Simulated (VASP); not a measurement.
# I (Fmmm) in VASP: a series of runs, part 2 of 2

VASP 6.6.1.

### Step 5. Single point, BLYP

This run uses another cell than the first one, of 42.99 Å³/atom.

The input, INCAR:

```
SYSTEM = I
PREC     = Accurate       ! precision mode
ENCUT    = 520            ! plane-wave cutoff, eV
EDIFF    = 1E-7           ! SCF threshold, eV
ISMEAR   = -1             ! smearing method
SIGMA    = 0.05           ! smearing width, eV
LREAL    = .False.        ! projectors in reciprocal space
LASPH    = .True.         ! aspherical terms in the spheres
NELM     = 60             ! most SCF steps
ALGO     = Normal         ! electronic algorithm
ISIF     = 2              ! what is computed and relaxed
LWAVE    = .False.        ! write WAVECAR
LCHARG   = .True.         ! write CHGCAR
GGA      = B5             ! functional
ALDAX    = 1.0          
AGGAX    = 1.0          
AGGAC    = 1.0          
ALDAC    = 0.0          
LELF     = .True.         ! ELF
LVHAR    = .True.       
NBANDS   = 10             ! bands
```

The input, KPOINTS:

```
Automatic mesh
0
Gamma
  9 9 9
  0 0 0
```

The input, POSCAR:

```
I
1.0
    0.0000000000      2.4119965442      3.9865231326
    2.2352415877      0.0000000000      3.9865231326
    2.2352415877      2.4119965442      0.0000000000
I
1
Direct
    0.0000000000      0.0000000000      0.0000000000
```

Potentials or basis: VASP PAW PBE potentials, release 64 (I).

Started as:

```sh
$ cat potpaw_PBE.64/I/POTCAR > POTCAR
$ mpirun -np 1 vasp_std > vasp.out
```

OUTCAR:

```text
SYSTEM = I
   PREC = Accurate
   ENCUT = 520
   EDIFF = 1E-7
   ISMEAR = -1
   LREAL = .False.
   LASPH = .True.
   NELM = 60
   ISIF = 2
   GGA = B5

 ion  position               nearest neighbor table
   1  0.000  0.000  0.000-

  LATTYP: Found a face centered orthorhombic cell.
 ALAT       =     4.4704831754
 B/A-ratio  =     1.0790764441
 C/A-ratio  =     1.7834864717

  Lattice vectors:

 A1 = (   0.0000000000,   2.4119965442,   3.9865231326)
[... 482 lines left out ...]
      1     -10.1015      2.00000
      2      -0.3949      2.00000
      3       3.6867      0.00013
      4       3.9595      0.00000
      5      10.4318      0.00000
      6      10.6601      0.00000
      7      13.4060      0.00000
      8      17.6791      0.00000
      9      17.8472      0.00000
     10      18.0388      0.00000

 [... further k-points ...]
[... 5 lines left out ...]
  --------------------------------------------------------------------------------------
  -------------------------------------------------------------------------------------
  Total        0.4209505      0.2995206      0.4534248      0.0000000      0.0000000      0.0000000
  in kB       15.6897561     11.1637933     16.9001440      0.0000000      0.0000000      0.0000000
  external PRESSURE =      14.5845645 kB  Pullay stress =       0.0000000 kB

 VOLUME and BASIS-vectors are now :
 -----------------------------------------------------------------------------
  energy-cutoff  :      520.00
  volume of cell :       42.99
      direct lattice vectors                 reciprocal lattice vectors
     0.000000000  2.411996544  3.986523133    -0.223689467  0.207297146  0.125422576
     2.235241588  0.000000000  3.986523133     0.223689467 -0.207297146  0.125422576
     2.235241588  2.411996544  0.000000000     0.223689467  0.207297146 -0.125422576

 POSITION                                       TOTAL-FORCE (eV/Angst)
 -----------------------------------------------------------------------------------
      0.00000      0.00000      0.00000        -0.000000     -0.000000     -0.000000
 -----------------------------------------------------------------------------------
    total drift:                                0.000000      0.000000      0.000000

  FREE ENERGIE OF THE ION-ELECTRON SYSTEM (eV)
  ---------------------------------------------------
  free  energy   TOTEN  =        -1.0143246597 eV

  energy  without entropy=       -1.0082319477  energy(sigma->0) =       -1.01127830
```

stdout:

```text
POSCAR found type information on POSCAR I
 POSCAR found :  1 types and       1 ions
 scaLAPACK will be used
 -----------------------------------------------------------------------------
|                                                                             |
|                                                                             |
|     You enforced a specific xc type in the INCAR file but a different       |
|     I HOPE YOU KNOW WHAT YOU ARE DOING!                                     |
|                                                                             |
 -----------------------------------------------------------------------------

 LDA part: xc-table for (Slater(with rela. corr.)+VWN5), standard interpolation
 POSCAR, INCAR and KPOINTS ok, starting setup
 FFT: planning ... GRIDC
 FFT: planning ... GRID_SOFT
 FFT: planning ... GRID
 WAVECAR not read
 entering main loop
```

Run time: 73 s. Hardware: 1 thread of Intel Xeon 8259CL, shared host; peak memory 0.21 GiB.

What came out:

```
Free energy            : -1.0143 eV
Pressure               : 1.5 GPa
Band gap on the k mesh : zero (an odd number of electrons rules out a gap without spin polarisation)
```

Levels at points of the mesh, in eV from the Fermi level:
```
           k point  band 1  band 2  band 3  band 4  band 5  band 6  band 7  band 8
(0.00, 0.00, 0.00)  -13.51   -1.76    0.67    0.92    4.75    7.70    8.29   12.02
```

Caveat: the PAW data sets were made with another functional, which shifts forces and pressure a little; spin-orbit coupling is left out, which moves the levels of the heavy elements; an odd number of electrons without spin polarisation forces a metal; a magnetic or distorted state may lie lower.

### Step 6. The runs side by side

| level | cell | gap on the mesh (eV) | pressure (GPa) |
| --- | --- | --- | --- |
| PBE+D3(BJ) | a = 4.630, b = 4.541, c = 3.268 Å, angles 70.6, 67.7, 41.7°, 1 atom | none | -1.8 |
| BLYP | a = 4.630, b = 4.541, c = 3.268 Å, angles 70.6, 67.7, 41.7°, 1 atom | none | 1.9 |
| PBE+D3(BJ) | a = 4.659, b = 4.570, c = 3.288 Å, angles 70.6, 67.7, 41.7°, 1 atom | none | -2.1 |
| BLYP | a = 4.659, b = 4.570, c = 3.288 Å, angles 70.6, 67.7, 41.7°, 1 atom | none | 1.5 |

Alike in all rows: task single point; potentials or basis VASP PAW PBE potentials, release 64 (I); no spin polarisation; k mesh 9 × 9 × 9; cutoff (eV) 520; smearing fermi-dirac 0.05 eV.

Caveats: spin-orbit coupling is left out, which moves the levels of the heavy elements; an odd number of electrons without spin polarisation forces a metal; a magnetic or distorted state may lie lower; the PAW data sets were made with another functional, which shifts forces and pressure a little (at least some runs).

Absolute energies hang on the potentials; compare differences alone.
